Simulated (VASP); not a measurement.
# Cu3B (Fm-3m) in VASP: a series of runs

Cu3B is run at these levels: PBE; tasks: single point.

Program: VASP 6.6.1. These are calculated values, not measurements. Logs are shortened: lines on timing, memory, paths and dates and some standing lists are left out, and cuts for length are marked.

### 1 The cell of the first run

The structure is cubic, space group Fm-3m (No. 225). Conventional cell: a = 5.509 Å, b = 5.509 Å, c = 5.509 Å, α = 90.00°, β = 90.00°, γ = 90.00°. Cu (site symmetry -43m) has 10 Cu at 2.39 to 2.75 Å and 4 B at 2.39 Å within 3.2 Å. Within 3.2 Å of Cu (site symmetry m-3m) lie 8 Cu at 2.39 Å and 6 B at 2.75 Å. Within 3.2 Å of B (site symmetry m-3m) lie 14 Cu at 2.39 to 2.75 Å.

The cell was built from a structure type or drawn by symmetry, and may not be a known phase.

### 2 Single point, PBE

Input file INCAR:

```
PREC = Accurate
ENCUT = 600
EDIFF = 1E-6
ISMEAR = 0
SIGMA = 0.2
LREAL = F
LASPH = T
NELM = 120
ALGO = Normal
ISIF = 2
LWAVE = F
LCHARG = F
GGA = PE
NBANDS = 26
GGA_COMPAT = F
```

Input file KPOINTS:

```
Automatic mesh
0
Gamma
  6 6 6
```

Input file POSCAR:

```
Cu3B
1.0
    0.0000000000      2.7546201911      2.7546201911
    2.7546201911      0.0000000000      2.7546201911
    2.7546201911      2.7546201911      0.0000000000
Cu B
3 1
Direct
    0.2500000000      0.2500000000      0.2500000000
    0.0000000000      0.0000000000      0.0000000000
    0.7500000000      0.7500000000      0.7500000000
    0.5000000000      0.5000000000      0.5000000000
```

Potentials or basis: VASP PAW PBE potentials, release 64 (Cu, B).

Run with:

```sh
$ cat potpaw_PBE.64/Cu/POTCAR potpaw_PBE.64/B/POTCAR > POTCAR
$ mpirun -np 1 vasp_std > vasp.out
```

OUTCAR:

```text
PREC = Accurate
   ENCUT = 600
   EDIFF = 1E-6
   ISMEAR = 0
   LREAL = F
   LASPH = T
   NELM = 120
   ISIF = 2
   GGA = PE

 ion  position               nearest neighbor table
   1  0.250  0.250  0.250-   2 2.39   4 2.39   2 2.39   2 2.39   2 2.39   4 2.39   4 2.39   4 2.39
                             3 2.75   3 2.75   3 2.75   3 2.75   3 2.75   3 2.75
   2  0.000  0.000  0.000-   1 2.39   3 2.39   3 2.39   3 2.39   3 2.39   1 2.39   1 2.39   1 2.39

   3  0.750  0.750  0.750-   2 2.39   4 2.39   4 2.39   4 2.39   4 2.39   2 2.39   2 2.39   2 2.39
                             1 2.75   1 2.75   1 2.75   1 2.75   1 2.75   1 2.75
   4  0.500  0.500  0.500-   1 2.39   3 2.39   1 2.39   1 2.39   1 2.39   3 2.39   3 2.39   3 2.39

  LATTYP: Found a face centered cubic cell.
 ALAT       =     5.5092403822

  Lattice vectors:

 A1 = (   0.0000000000,   2.7546201911,   2.7546201911)
 A2 = (   2.7546201911,   0.0000000000,   2.7546201911)
 A3 = (   2.7546201911,   2.7546201911,   0.0000000000)

Analysis of symmetry for initial positions (statically):
=====================================================================
 Subroutine PRICEL returns:
 Original cell was already a primitive cell.

 Routine SETGRP: Setting up the symmetry group for a
 face centered cubic supercell.

 Subroutine GETGRP returns: Found 48 space group operations
 (whereof 48 operations were pure point group operations)
 out of a pool of 48 trial point group operations.

The static configuration has the point symmetry O_h .

Analysis of symmetry for dynamics (positions and initial velocities):
=====================================================================
 Subroutine PRICEL returns:
 Original cell was already a primitive cell.

 Routine SETGRP: Setting up the symmetry group for a
 face centered cubic supercell.

 Subroutine GETGRP returns: Found 48 space group operations
 (whereof 48 operations were pure point group operations)
 out of a pool of 48 trial point group operations.

The dynamic configuration has the point symmetry O_h .

 Subroutine INISYM returns: Found 48 space group operations
 (whereof 48 operations are pure point group operations),
 and found     1 'primitive' translations

----------------------------------------------------------------------------------------

                                     Primitive cell

  volume of cell :      41.8037

  direct lattice vectors                    reciprocal lattice vectors
     0.000000000  2.754620191  2.754620191    -0.181513227  0.181513227  0.181513227
     2.754620191  0.000000000  2.754620191     0.181513227 -0.181513227  0.181513227
     2.754620191  2.754620191  0.000000000     0.181513227  0.181513227 -0.181513227

  length of vectors
     3.895621233  3.895621233  3.895621233     0.314390131  0.314390131  0.314390131

  position of ions in fractional coordinates (direct lattice)
     0.250000000  0.250000000  0.250000000
     0.000000000  0.000000000  0.000000000
     0.750000000  0.750000000  0.750000000
     0.500000000  0.500000000  0.500000000

  ion indices of the primitive-cell ions
   primitive index   ion index
                 1           1
                 2           2
                 3           3
                 4           4

----------------------------------------------------------------------------------------

 KPOINTS: Automatic mesh

Automatic generation of k-mesh.
 Grid dimensions read from file:
 generate k-points for:    6    6    6

 Generating k-lattice:

  Cartesian coordinates                     Fractional coordinates (reciprocal lattice)
    -0.030252204  0.030252204  0.030252204     0.166666667  0.000000000  0.000000000
     0.030252204 -0.030252204  0.030252204     0.000000000  0.166666667  0.000000000
     0.030252204  0.030252204 -0.030252204     0.000000000  0.000000000  0.166666667

  Length of vectors
     0.052398355  0.052398355  0.052398355

  Shift w.r.t. Gamma in fractional coordinates (k-lattice)
     0.000000000  0.000000000  0.000000000

 Subroutine IBZKPT returns following result:
 ===========================================

 Found     16 irreducible k-points:

 Following reciprocal coordinates:
            Coordinates               Weight
  0.000000  0.000000  0.000000      1.000000
  0.166667  0.000000  0.000000      8.000000
  0.333333  0.000000  0.000000      8.000000
  0.500000  0.000000  0.000000      4.000000
  0.166667  0.166667  0.000000      6.000000
  0.333333  0.166667  0.000000     24.000000
[... 8 lines left out ...]
 -0.333333  0.333333  0.166667     24.000000
 -0.333333  0.500000  0.166667     12.000000
   k-points           NKPTS =     16   k-points in BZ     NKDIM =     16   number of bands    NBANDS=     26
   number of dos      NEDOS =    301   number of ions     NIONS =      4
   total plane-waves  NPLWV =  32768
   dimension x,y,z NGX =    32 NGY =   32 NGZ =   32
   dimension x,y,z NGXF=    64 NGYF=   64 NGZF=   64
   ions per type =               3   1
   NGX,Y,Z   is equivalent  to a cutoff of  13.66, 13.66, 13.66 a.u.
   NGXF,Y,Z  is equivalent  to a cutoff of  27.31, 27.31, 27.31 a.u.
 SYSTEM =  unknown system
   PREC   = accura    normal or accurate (medium, high low for compatibility)
   ISTART =      0    job   : 0-new  1-cont  2-samecut
   ICHARG =      2    charge: 1-file 2-atom 10-const
   ISPIN  =      1    spin polarized calculation?
   LNONCOLLINEAR =      F non collinear calculations
   LSORBIT =      F    spin-orbit coupling
   LASPH  =      T    aspherical Exc in radial PAW
   ENCUT  =  600.0 eV  44.10 Ry    6.64 a.u.   7.78  7.78  7.78*2*pi/ulx,y,z
   NELM   =    120;   NELMIN=  2; NELMDL= -5     # of ELM steps
   EDIFF  = 0.1E-05   stopping-criterion for ELM
   LREAL  =      F    real-space projection
   EDIFFG = 0.1E-04   stopping-criterion for IOM
   NSW    =      0    number of steps for IOM
   IBRION =     -1    ionic relax: 0-MD 1-quasi-New 2-CG
   NFREE  =      0    steps in history (QN), initial steepest desc. (CG)
   ISIF   =      2    stress and relaxation
   ISYM   =      2    0-nonsym 1-usesym 2-fastsym
   POTIM  = 0.5000    time-step for ionic-motion
   TEBEG  =    0.0;   TEEND  =   0.0 temperature during run
   PSTRESS=    0.0 pullay stress
   NELECT =      36.0000    total number of electrons
   NUPDOWN=      -1.0000    fix difference up-down
   EMIN   =  10.00;   EMAX   =-10.00  energy-range for DOS
   EFERMI =   0.00;   METHOD = LEGACY
   ISMEAR =     0;   SIGMA  =   0.20  broadening in eV -4-tet -1-fermi 0-gaus
   EFERMI_NEDOS =   21; number of points for ismear=-14 and -15
   IALGO  =     38    algorithm
   IMIX   =      4    mixing-type and parameters
     AMIX     =   0.40;   BMIX     =  1.00
     AMIX_MAG =   1.60;   BMIX_MAG =  1.00
  volume/ion in A,a.u.               =      10.45        70.53
  Fermi-wavevector in a.u.,A,eV,Ry     =   1.557533  2.943311 33.006499  2.425909
  Thomas-Fermi vector in A             =   2.661169
   LORBIT       =      0    0 simple, 1 ext, 2 COOP (PROOUT), +10 PAW based schemes
   GGA     = PE    functional components
   LHFCALC =     F    Hartree Fock is set to
   AEXX    =    0.0000 exact exchange contribution
   IVDW    =     0    specifies the selected vdW correction
   LEPSILON=     F    determine dielectric tensor
   LRPA    =     F    only Hartree local field effects (RPA)
 non-spin polarized calculation
 Gauss-broadening in eV      SIGMA  =   0.20
  energy-cutoff  :      600.00
  volume of cell :       41.80
 maximum number of plane-waves:      1411
   NGX = 15   NGY = 15   NGZ = 15

 number of electron      35.9999991 magnetization

 Free energy of the ion-electron system (eV)
  ---------------------------------------------------
  ext. energy  EPLUGINS =         0.00000000
  ---------------------------------------------------
  free energy    TOTEN  =       -16.09859368 eV

  energy without entropy =      -16.07030685  energy(sigma->0) =      -16.08445027

 E-fermi :   8.0898     XC(G=0): -12.7820

 val. band max:        8.0833058822   @ k =  -0.1667   0.1667   0.0000
 cond. band min:       8.1501080112   @ k =   0.5000   0.1667   0.0000
 fundamental gap:      0.0668021291
 Fermi energy:         8.0898026835

 k-point     1 :       0.0000    0.0000    0.0000
  band No.  band energies     occupation
      1      -3.2757      2.00000
      2       3.1318      2.00000
      3       3.1318      2.00000
      4       3.1318      2.00000
      5       3.2461      2.00000
      6       3.2461      2.00000
[... 18 lines left out ...]
     25      16.2261      0.00000
     26      16.2261      0.00000

 k-point     2 :       0.1667    0.0000    0.0000
  band No.  band energies     occupation
      1      -2.8844      2.00000
      2       2.8881      2.00000
      3       3.0346      2.00000
      4       3.0346      2.00000
      5       3.5288      2.00000
      6       3.5288      2.00000
[... 18 lines left out ...]
     25      16.3057      0.00000
     26      16.4837      0.00000

 k-point     3 :       0.3333    0.0000    0.0000
  band No.  band energies     occupation
      1      -1.7743      2.00000
      2       1.9455      2.00000
      3       3.0836      2.00000
      4       3.0836      2.00000
      5       3.8120      2.00000
      6       3.8120      2.00000
[... 18 lines left out ...]
     25      18.0896      0.00000
     26      18.0896      0.00000

 k-point     4 :       0.5000    0.0000    0.0000
  band No.  band energies     occupation
      1      -0.5487      2.00000
      2       0.6333      2.00000
      3       3.1528      2.00000
      4       3.1528      2.00000
      5       3.8397      2.00000
      6       3.8536      2.00000
[... 18 lines left out ...]
     25      20.5342      0.00000
     26      20.5342      0.00000
[... 264 lines left out ...]
      1      -0.9052      2.00000
      2       1.8068      2.00000
      3       2.9205      2.00000
      4       3.3064      2.00000
      5       3.5687      2.00000
      6       3.9494      2.00000
[... 18 lines left out ...]
     25      20.0889      0.00000
     26      21.0853      0.00000

 k-point    15 :      -0.3333    0.3333    0.1667
  band No.  band energies     occupation
      1      -0.0349      2.00000
      2       1.5202      2.00000
      3       2.4371      2.00000
      4       3.2595      2.00000
      5       3.5741      2.00000
      6       3.9491      2.00000
[... 18 lines left out ...]
     25      18.2042      0.00000
     26      22.0183      0.00000

 k-point    16 :      -0.3333    0.5000    0.1667
  band No.  band energies     occupation
      1       0.1805      2.00000
      2       1.6743      2.00000
      3       2.5613      2.00000
      4       2.8925      2.00000
      5       3.9470      2.00000
      6       3.9507      2.00000
[... 18 lines left out ...]
     25      19.4796      0.00000
     26      23.0012      0.00000

------------------------ aborting loop because EDIFF is reached ----------------------------------------

  FORCE on cell =-STRESS in cart. coord.  units (eV):
  Direction    XX          YY          ZZ          XY          YZ          ZX
  --------------------------------------------------------------------------------------
  -------------------------------------------------------------------------------------
  Total        0.0462522      0.0462522      0.0462522      0.0000000      0.0000000      0.0000000
  in kB        1.7726701      1.7726701      1.7726701      0.0000000      0.0000000      0.0000000
  external PRESSURE =       1.7726701 kB  Pullay stress =       0.0000000 kB

 VOLUME and BASIS-vectors are now :
 -----------------------------------------------------------------------------
  energy-cutoff  :      600.00
  volume of cell :       41.80
      direct lattice vectors                 reciprocal lattice vectors
     0.000000000  2.754620191  2.754620191    -0.181513227  0.181513227  0.181513227
     2.754620191  0.000000000  2.754620191     0.181513227 -0.181513227  0.181513227
     2.754620191  2.754620191  0.000000000     0.181513227  0.181513227 -0.181513227

 POSITION                                       TOTAL-FORCE (eV/Angst)
 -----------------------------------------------------------------------------------
      1.37731      1.37731      1.37731        -0.000000     -0.000000     -0.000000
      0.00000      0.00000      0.00000        -0.000000      0.000000      0.000000
      4.13193      4.13193      4.13193         0.000000      0.000000      0.000000
      2.75462      2.75462      2.75462        -0.000000      0.000000      0.000000
 -----------------------------------------------------------------------------------
    total drift:                                0.000000     -0.000000      0.000000

  FREE ENERGIE OF THE ION-ELECTRON SYSTEM (eV)
  ---------------------------------------------------
  free  energy   TOTEN  =       -16.0985936812 eV

  energy  without entropy=      -16.0703068490  energy(sigma->0) =      -16.08445027
```

Wall time 39 s (1 thread of Intel Xeon 8259CL, shared host); peak memory 0.18 GiB.

What came out:

```
Free energy            : -16.0986 eV
Pressure               : 0.2 GPa
Band gap on the k mesh : zero (bands 18 and 19 overlap by 4.08 eV)
```

### 3 Single point, PBE

This run uses another cell than the first one, of 10.43 Å³/atom.

Input file INCAR:

```
PREC     = Accurate       # precision mode
ENCUT    = 600            # plane-wave cutoff, eV
EDIFF    = 1E-6           # SCF threshold, eV
ISMEAR   = 0              # smearing method
SIGMA    = 0.2            # smearing width, eV
LREAL    = False          # projectors in reciprocal space
LASPH    = True           # aspherical terms in the spheres
NELM     = 120            # most SCF steps
ALGO     = Normal         # electronic algorithm
ISIF     = 2              # what is computed and relaxed
LWAVE    = False          # write WAVECAR
LCHARG   = False          # write CHGCAR
GGA      = PE             # functional
NBANDS   = 26             # bands
GGA_COMPAT= False
```

KPOINTS is that of step 2.

Input file POSCAR:

```
Cu3B
1.0
    0.0000000000      2.7527232162      2.7527232162
    2.7527232162      0.0000000000      2.7527232162
    2.7527232162      2.7527232162      0.0000000000
Cu B
3 1
Direct
    0.2500000000      0.2500000000      0.2500000000
    0.7500000000      0.7500000000      0.7500000000
    0.5000000000      0.5000000000      0.5000000000
    0.0000000000      0.0000000000      0.0000000000
```

Potentials or basis: VASP PAW PBE potentials, release 64 (Cu, B).

Run with:

```sh
$ cat potpaw_PBE.64/Cu/POTCAR potpaw_PBE.64/B/POTCAR > POTCAR
$ mpirun -np 1 vasp_std > vasp.out
```

Run time: 37 s. Hardware: 1 thread of Intel Xeon 8259CL, shared host; peak memory 0.18 GiB.

Results (log left out):

| Item | Value |
| --- | --- |
| Free energy | -16.0984 eV |
| Pressure | 0.5 GPa |
| Band gap on the k mesh | zero (bands 18 and 19 overlap by 4.09 eV) |

Levels at points of the mesh, in eV from the Fermi level:
```tsv
k point	band 14	band 15	band 16	band 17	band 18	band 19	band 20	band 21
(0.00, 0.00, 0.00)	-2.39	-2.31	-2.31	2.23	2.23	2.23	2.26	5.66
(0.50, 0.00, 0.00)	-2.44	-2.27	-2.27	-1.98	1.75	1.75	2.75	4.21
(0.50, 0.50, 0.00)	-2.53	-2.41	-2.31	-2.08	-2.08	-1.86	1.97	3.79
```
